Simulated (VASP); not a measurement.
# SiC (P6_3mc) in VASP: notebook

The runs below take SiC through single point, with PBEsol.

Program: VASP 6.6.1. These are calculated values, not measurements. Logs are shortened: lines on timing, memory, paths and dates and some standing lists are left out, and cuts for length are marked.

## Step 1: The cell of the first run

Symmetry: P6_3mc, No. 186, hexagonal system. Conventional cell: a = 2.863 Å, b = 2.863 Å, c = 10.613 Å, α = 90.00°, β = 90.00°, γ = 120.00°. Si (site symmetry 3m) has 4 C at 1.78 to 2.00 Å within 2.4 Å. Within 2.4 Å of Si (site symmetry 3m) lie 4 C at 1.78 to 1.99 Å. Within 2.4 Å of C (site symmetry 3m) lie 4 Si at 1.78 to 2.00 Å. C (site symmetry 3m) has 4 Si at 1.78 to 1.99 Å within 2.4 Å.

## Step 2: Single point, PBEsol

INCAR

```
PREC = Accurate ; ENCUT = 520
EDIFF = 1E-7 ; ISMEAR = 0
SIGMA = 0.05 ; LREAL = False
LASPH = True ; NELM = 100
ALGO = Normal ; ISIF = 2
LWAVE = False ; LCHARG = True
GGA = PS ; LELF = True
LVHAR = True ; NBANDS = 26
```

KPOINTS

```
regular mesh
0
Gamma
  12 12 4
```

POSCAR

```
SiC
1.0
    2.8626000000      0.0000000000      0.0000000000
   -1.4313000000      2.4790843209      0.0000000000
    0.0000000000      0.0000000000     10.6132000000
Si C
4 4
Direct
    0.6666666667      0.3333333333      0.9378278494
    0.3333333333      0.6666666667      0.4378278494
    0.0000000000      0.0000000000      0.6878973398
    0.0000000000      0.0000000000      0.1878973398
    0.6666666667      0.3333333333      0.7498191768
    0.3333333333      0.6666666667      0.2498191768
    0.0000000000      0.0000000000      0.5004546340
    0.0000000000      0.0000000000      0.0004546340
```

Potentials or basis: VASP PAW PBE potentials, release 64 (Si, C).

The run is started by

```bash
> cat potpaw_PBE.64/Si/POTCAR potpaw_PBE.64/C/POTCAR > POTCAR
> mpirun -np 1 vasp_std > vasp.out
```

OUTCAR:

```text
PREC = Accurate
   ENCUT = 520
   EDIFF = 1E-7
   ISMEAR = 0
   LREAL = False
   LASPH = True
   NELM = 100
   ISIF = 2
   GGA = PS

 ion  position               nearest neighbor table
   1  0.667  0.333  0.938-   8 1.78   8 1.78   8 1.78   5 2.00   3 3.13   3 3.13   3 3.13   4 3.13
                             4 3.13   4 3.13
   2  0.333  0.667  0.438-   7 1.78   7 1.78   7 1.78   6 2.00   4 3.13   4 3.13   4 3.13   3 3.13
                             3 3.13   3 3.13
   3  0.000  0.000  0.688-   5 1.78   5 1.78   5 1.78   7 1.99   1 3.13   1 3.13   1 3.13   2 3.13
                             2 3.13   2 3.13
   4  0.000  0.000  0.188-   6 1.78   6 1.78   6 1.78   8 1.99   2 3.13   2 3.13   2 3.13   1 3.13
                             1 3.13   1 3.13
   5  0.667  0.333  0.750-   3 1.78   3 1.78   3 1.78   1 2.00
   6  0.333  0.667  0.250-   4 1.78   4 1.78   4 1.78   2 2.00
   7  0.000  0.000  0.500-   2 1.78   2 1.78   2 1.78   3 1.99
   8  0.000  0.000  0.000-   1 1.78   1 1.78   1 1.78   4 1.99

  LATTYP: Found a hexagonal cell.
 ALAT       =     2.8626000000
 C/A-ratio  =     3.7075386013

  Lattice vectors:

 A1 = (   2.8626000000,   0.0000000000,   0.0000000000)
 A2 = (  -1.4313000000,   2.4790843209,   0.0000000000)
 A3 = (   0.0000000000,   0.0000000000,  10.6132000000)

Analysis of symmetry for initial positions (statically):
=====================================================================
 Subroutine PRICEL returns:
 Original cell was already a primitive cell.

 Routine SETGRP: Setting up the symmetry group for a
 hexagonal supercell.

 Subroutine GETGRP returns: Found 12 space group operations
 (whereof  6 operations were pure point group operations)
 out of a pool of 24 trial point group operations.

The static configuration has the point symmetry C_3v.
 The point group associated with its full space group is C_6v.

Analysis of symmetry for dynamics (positions and initial velocities):
=====================================================================
 Subroutine PRICEL returns:
 Original cell was already a primitive cell.

 Routine SETGRP: Setting up the symmetry group for a
 hexagonal supercell.

 Subroutine GETGRP returns: Found 12 space group operations
 (whereof  6 operations were pure point group operations)
 out of a pool of 24 trial point group operations.

The dynamic configuration has the point symmetry C_3v.
 The point group associated with its full space group is C_6v.

[... 110 lines left out ...]
   EDIFF  = 0.1E-06   stopping-criterion for ELM
   LREAL  =      F    real-space projection
   EDIFFG = 0.1E-05   stopping-criterion for IOM
   NSW    =      0    number of steps for IOM
   IBRION =     -1    ionic relax: 0-MD 1-quasi-New 2-CG
   NFREE  =      0    steps in history (QN), initial steepest desc. (CG)
   ISIF   =      2    stress and relaxation
   ISYM   =      2    0-nonsym 1-usesym 2-fastsym
   POTIM  = 0.5000    time-step for ionic-motion
   TEBEG  =    0.0;   TEEND  =   0.0 temperature during run
   PSTRESS=    0.0 pullay stress
   NELECT =      32.0000    total number of electrons
   NUPDOWN=      -1.0000    fix difference up-down
   EMIN   =  10.00;   EMAX   =-10.00  energy-range for DOS
   EFERMI =   0.00;   METHOD = LEGACY
   ISMEAR =     0;   SIGMA  =   0.05  broadening in eV -4-tet -1-fermi 0-gaus
   EFERMI_NEDOS =   21; number of points for ismear=-14 and -15
   IALGO  =     38    algorithm
   IMIX   =      4    mixing-type and parameters
     AMIX     =   0.40;   BMIX     =  1.00
     AMIX_MAG =   1.60;   BMIX_MAG =  1.00
  volume/ion in A,a.u.               =       9.41        63.53
  Fermi-wavevector in a.u.,A,eV,Ry     =   1.230718  2.325721 20.608309  1.514668
  Thomas-Fermi vector in A             =   2.365556
   LORBIT       =      0    0 simple, 1 ext, 2 COOP (PROOUT), +10 PAW based schemes
   GGA     = PS    functional components
   LHFCALC =     F    Hartree Fock is set to
   AEXX    =    0.0000 exact exchange contribution
   IVDW    =     0    specifies the selected vdW correction
   LEPSILON=     F    determine dielectric tensor
   LRPA    =     F    only Hartree local field effects (RPA)
 non-spin polarized calculation
 Gauss-broadening in eV      SIGMA  =   0.05
  energy-cutoff  :      520.00
  volume of cell :       75.32
 maximum number of plane-waves:      2067
 NGX is ok and might be reduce to    24
   NGX = 11   NGY = 11   NGZ = 39

 number of electron      31.9999999 magnetization

 Free energy of the ion-electron system (eV)
  ---------------------------------------------------
  ext. energy  EPLUGINS =         0.00000000
  ---------------------------------------------------
  free energy    TOTEN  =       -61.49966170 eV

  energy without entropy =      -61.49966170  energy(sigma->0) =      -61.49966170

 E-fermi :   9.7969     XC(G=0): -11.9092

 val. band max:        9.5406171982   @ k =   0.0000   0.0000   0.0000
 cond. band min:      10.8221346554   @ k =   0.5000  -0.0000   0.0000
 fundamental gap:      1.2815174572
 Fermi energy:         9.7968745023

 k-point     1 :       0.0000    0.0000    0.0000
  band No.  band energies     occupation
      1      -7.0920      2.00000
      2      -6.0532      2.00000
      3      -6.0505      2.00000
      4      -4.1505      2.00000
      5      -0.1976      2.00000
      6       3.6100      2.00000
[... 685 lines left out ...]
     25      18.0393      0.00000
     26      18.3776      0.00000

 [... further k-points ...]
[... 5 lines left out ...]
  --------------------------------------------------------------------------------------
  -------------------------------------------------------------------------------------
  Total       27.0617638     27.0617638    -10.6957423      0.0000000      0.0000000      0.0000000
  in kB      575.6630676    575.6630676   -227.5218972      0.0000000      0.0000000      0.0000000
  external PRESSURE =     307.9347460 kB  Pullay stress =       0.0000000 kB

 VOLUME and BASIS-vectors are now :
 -----------------------------------------------------------------------------
  energy-cutoff  :      520.00
  volume of cell :       75.32
      direct lattice vectors                 reciprocal lattice vectors
     2.862600000  0.000000000  0.000000000     0.349332774  0.201687371  0.000000000
    -1.431300000  2.479084321  0.000000000     0.000000000  0.403374743  0.000000000
     0.000000000  0.000000000 10.613200000     0.000000000  0.000000000  0.094222289

 POSITION                                       TOTAL-FORCE (eV/Angst)
 -----------------------------------------------------------------------------------
      1.43130      0.82636      9.95335        -0.000000     -0.000000     -1.226234
     -0.00000      1.65272      4.64675        -0.000000      0.000000     -1.226234
      0.00000      0.00000      7.30079        -0.000000      0.000000     -1.346724
      0.00000      0.00000      1.99419        -0.000000     -0.000000     -1.346724
      1.43130      0.82636      7.95798         0.000000     -0.000000      1.337530
     -0.00000      1.65272      2.65138         0.000000      0.000000      1.337530
      0.00000      0.00000      5.31143        -0.000000     -0.000000      1.235429
      0.00000      0.00000      0.00483         0.000000     -0.000000      1.235429
 -----------------------------------------------------------------------------------
    total drift:                               -0.000000     -0.000000     -0.000268

  FREE ENERGIE OF THE ION-ELECTRON SYSTEM (eV)
  ---------------------------------------------------
  free  energy   TOTEN  =       -61.4996616988 eV

  energy  without entropy=      -61.4996616988  energy(sigma->0) =      -61.49966170
```

It took 60 s on 1 thread of Intel Xeon Platinum 8559C (Emerald Rapids), shared host; peak memory 0.24 GiB.

What came out:

```yaml
Free_energy: -61.4997 eV
Pressure: 30.8 GPa
Largest_force: 1.347 eV/Å
Band_gap_on_the_k_mesh: 1.28 eV, indirect (least direct gap 2.81 eV)
```

Forces in eV/Å, atoms in the order of the input:
```
Si   0.000  0.000 -1.226
Si   0.000  0.000 -1.226
Si   0.000  0.000 -1.347
Si   0.000  0.000 -1.347
C    0.000  0.000  1.338
C    0.000  0.000  1.338
C    0.000  0.000  1.235
C    0.000  0.000  1.235
```

Caveat: the PAW data sets were made with another functional, which shifts forces and pressure a little.

## Step 3: Single point, PBEsol

This run uses another cell than the first one, of 9.51 Å³/atom, 1.010 times its volume.

INCAR

```
SYSTEM = SiC
PREC     = Accurate       ! precision mode
ENCUT    = 520            ! plane-wave cutoff, eV
EDIFF    = 1E-7           ! SCF threshold, eV
ISMEAR   = 0              ! smearing method
SIGMA    = 0.05           ! smearing width, eV
LREAL    = .FALSE.        ! projectors in reciprocal space
LASPH    = .TRUE.         ! aspherical terms in the spheres
NELM     = 60             ! most SCF steps
ALGO     = Normal         ! electronic algorithm
ISIF     = 2              ! what is computed and relaxed
LWAVE    = .FALSE.        ! write WAVECAR
LCHARG   = .FALSE.        ! write CHGCAR
GGA      = PS             ! functional
NBANDS   = 26             ! bands
```

KPOINTS

```
regular mesh
0
G
  12 12 4
  0 0 0
```

Changes to POSCAR since step 2:

```diff
@@ -2,5 +2,5 @@
 1.0
-    2.8626000000      0.0000000000      0.0000000000
-   -1.4313000000      2.4790843209      0.0000000000
-    0.0000000000      0.0000000000     10.6132000000
+    3.0780670649      0.0000000000      0.0000000000
+   -1.5390335324      2.6656842728      0.0000000000
+    0.0000000000      0.0000000000      9.2697000000
 Si C
```

Potentials or basis: VASP PAW PBE potentials, release 64 (Si, C).

The run is started by

```bash
> cat potpaw_PBE.64/Si/POTCAR potpaw_PBE.64/C/POTCAR > POTCAR
> mpirun -np 1 vasp_std > vasp.out
```

OUTCAR:

```text
SYSTEM = SiC
   PREC = Accurate
   ENCUT = 520
   EDIFF = 1E-7
   ISMEAR = 0
   LREAL = .FALSE.
   LASPH = .TRUE.
   NELM = 60
   ISIF = 2
   GGA = PS

 ion  position               nearest neighbor table
   1  0.667  0.333  0.938-   5 1.74   8 1.87   8 1.87   8 1.87   3 2.92   3 2.92   3 2.92   4 2.92
                             4 2.92   4 2.92
   2  0.333  0.667  0.438-   6 1.74   7 1.87   7 1.87   7 1.87   4 2.92   4 2.92   4 2.92   3 2.92
                             3 2.92   3 2.92
   3  0.000  0.000  0.688-   7 1.74   5 1.87   5 1.87   5 1.87   1 2.92   1 2.92   1 2.92   2 2.92
                             2 2.92   2 2.92
   4  0.000  0.000  0.188-   8 1.74   6 1.87   6 1.87   6 1.87   2 2.92   2 2.92   2 2.92   1 2.92
                             1 2.92   1 2.92
   5  0.667  0.333  0.750-   1 1.74   3 1.87   3 1.87   3 1.87
   6  0.333  0.667  0.250-   2 1.74   4 1.87   4 1.87   4 1.87
   7  0.000  0.000  0.500-   3 1.74   2 1.87   2 1.87   2 1.87
   8  0.000  0.000  0.000-   4 1.74   1 1.87   1 1.87   1 1.87

  LATTYP: Found a hexagonal cell.
 ALAT       =     3.0780670649
 C/A-ratio  =     3.0115328239

  Lattice vectors:

 A1 = (   3.0780670649,   0.0000000000,   0.0000000000)
 A2 = (  -1.5390335324,   2.6656842728,   0.0000000000)
 A3 = (   0.0000000000,   0.0000000000,   9.2697000000)

Analysis of symmetry for initial positions (statically):
=====================================================================
 Subroutine PRICEL returns:
 Original cell was already a primitive cell.

 Routine SETGRP: Setting up the symmetry group for a
 hexagonal supercell.

 Subroutine GETGRP returns: Found 12 space group operations
 (whereof  6 operations were pure point group operations)
 out of a pool of 24 trial point group operations.

The static configuration has the point symmetry C_3v.
 The point group associated with its full space group is C_6v.

Analysis of symmetry for dynamics (positions and initial velocities):
=====================================================================
 Subroutine PRICEL returns:
[... 148 lines left out ...]
   LHFCALC =     F    Hartree Fock is set to
   AEXX    =    0.0000 exact exchange contribution
   IVDW    =     0    specifies the selected vdW correction
   LEPSILON=     F    determine dielectric tensor
   LRPA    =     F    only Hartree local field effects (RPA)
 non-spin polarized calculation
 Gauss-broadening in eV      SIGMA  =   0.05
  energy-cutoff  :      520.00
  volume of cell :       76.06
 maximum number of plane-waves:      2068
 NGX is ok and might be reduce to    24
   NGX = 11   NGY = 11   NGZ = 35

 number of electron      32.0000000 magnetization

 Free energy of the ion-electron system (eV)
  ---------------------------------------------------
  ext. energy  EPLUGINS =         0.00000000
  ---------------------------------------------------
  free energy    TOTEN  =       -62.44763269 eV

  energy without entropy =      -62.44763269  energy(sigma->0) =      -62.44763269

 E-fermi :   9.5742     XC(G=0): -11.8628

 val. band max:        9.3386587139   @ k =   0.0000   0.0000   0.0000
 cond. band min:      10.9543327911   @ k =   0.5000  -0.0000   0.0000
 fundamental gap:      1.6156740772
 Fermi energy:         9.5742336541

 k-point     1 :       0.0000    0.0000    0.0000
  band No.  band energies     occupation
      1      -7.1011      2.00000
      2      -5.6863      2.00000
      3      -5.5997      2.00000
      4      -2.4621      2.00000
      5       0.1774      2.00000
      6       5.2188      2.00000
[... 685 lines left out ...]
     25      18.4350      0.00000
     26      18.6716      0.00000

 [... further k-points ...]

------------------------ aborting loop because EDIFF is reached ----------------------------------------

  FORCE on cell =-STRESS in cart. coord.  units (eV):
  Direction    XX          YY          ZZ          XY          YZ          ZX
  --------------------------------------------------------------------------------------
  -------------------------------------------------------------------------------------
  Total        1.9709518      1.9709518     30.9909399      0.0000000      0.0000000      0.0000000
  in kB       41.5177790     41.5177790    652.8191162      0.0000000      0.0000000      0.0000000
  external PRESSURE =     245.2848914 kB  Pullay stress =       0.0000000 kB

 VOLUME and BASIS-vectors are now :
 -----------------------------------------------------------------------------
  energy-cutoff  :      520.00
  volume of cell :       76.06
      direct lattice vectors                 reciprocal lattice vectors
     3.078067065  0.000000000  0.000000000     0.324879211  0.187569100  0.000000000
    -1.539033532  2.665684273  0.000000000     0.000000000  0.375138200  0.000000000
     0.000000000  0.000000000  9.269700000     0.000000000  0.000000000  0.107878356

 POSITION                                       TOTAL-FORCE (eV/Angst)
 -----------------------------------------------------------------------------------
      1.53903      0.88856      8.69338        -0.000000     -0.000000      1.644935
     -0.00000      1.77712      4.05853         0.000000     -0.000000      1.644935
      0.00000      0.00000      6.37660         0.000000     -0.000000      1.889039
      0.00000      0.00000      1.74175        -0.000000     -0.000000      1.889039
      1.53903      0.88856      6.95060         0.000000     -0.000000     -1.809043
     -0.00000      1.77712      2.31575        -0.000000      0.000000     -1.809043
      0.00000      0.00000      4.63906         0.000000      0.000000     -1.724931
      0.00000      0.00000      0.00421        -0.000000     -0.000000     -1.724931
 -----------------------------------------------------------------------------------
    total drift:                               -0.000000     -0.000000     -0.000242

  FREE ENERGIE OF THE ION-ELECTRON SYSTEM (eV)
  ---------------------------------------------------
  free  energy   TOTEN  =       -62.4476326858 eV

  energy  without entropy=      -62.4476326858  energy(sigma->0) =      -62.44763269
```

OSZICAR:

```text
N       E                     dE             d eps       ncg     rms          rms(c)
DAV:   1     0.698427532204E+02    0.69843E+02   -0.14844E+04  2964   0.113E+03
DAV:   2    -0.641811681421E+02   -0.13402E+03   -0.12371E+03  3918   0.193E+02
DAV:   3    -0.708698745707E+02   -0.66887E+01   -0.66376E+01  4040   0.405E+01
DAV:   4    -0.709452478985E+02   -0.75373E-01   -0.75279E-01  3784   0.503E+00
DAV:   5    -0.709464182034E+02   -0.11703E-02   -0.11696E-02  3958   0.595E-01    0.197E+01
DAV:   6    -0.628811947570E+02    0.80652E+01   -0.19284E+01  3728   0.197E+01    0.917E+00
DAV:   7    -0.625095409918E+02    0.37165E+00   -0.26114E+00  3934   0.741E+00    0.357E+00
DAV:   8    -0.624545038464E+02    0.55037E-01   -0.16378E-01  3636   0.190E+00    0.104E+00
DAV:   9    -0.624474706456E+02    0.70332E-02   -0.18682E-02  3662   0.720E-01    0.178E-01
DAV:  10    -0.624476162407E+02   -0.14560E-03   -0.11260E-03  3560   0.188E-01    0.753E-02
DAV:  11    -0.624476368939E+02   -0.20653E-04   -0.69777E-05  3844   0.502E-02    0.223E-02
DAV:  12    -0.624476325183E+02    0.43756E-05   -0.82331E-06  3664   0.172E-02    0.821E-03
DAV:  13    -0.624476326375E+02   -0.11923E-06   -0.33725E-06  3836   0.916E-03    0.206E-03
DAV:  14    -0.624476326858E+02   -0.48361E-07   -0.20629E-07  2484   0.264E-03
   1 F= -.62447633E+02 E0= -.62447633E+02  d E =-.112049E-13
```

It took 51 s on 1 thread of Intel Xeon Platinum 8559C (Emerald Rapids), shared host; peak memory 0.23 GiB.

What came out:

* Free energy: -62.4476 eV
* Pressure: 24.5 GPa
* Largest force: 1.889 eV/Å
* Band gap on the k mesh: 1.62 eV, indirect (least direct gap 2.84 eV)

Forces in eV/Å, atoms in the order of the input:
```
Si   0.000  0.000  1.645
Si   0.000  0.000  1.645
Si   0.000  0.000  1.889
Si   0.000  0.000  1.889
C    0.000  0.000 -1.809
C    0.000  0.000 -1.809
C    0.000  0.000 -1.725
C    0.000  0.000 -1.725
```

Stress tensor (GPa, compression positive):
```
 4.15  0.00  0.00
 0.00  4.15  0.00
 0.00  0.00 65.28
```

Caveat: the PAW data sets were made with another functional, which shifts forces and pressure a little. PBEsol gaps usually lie below the measured ones, often by a third to a half.

(Continued in part 2 of 2.)
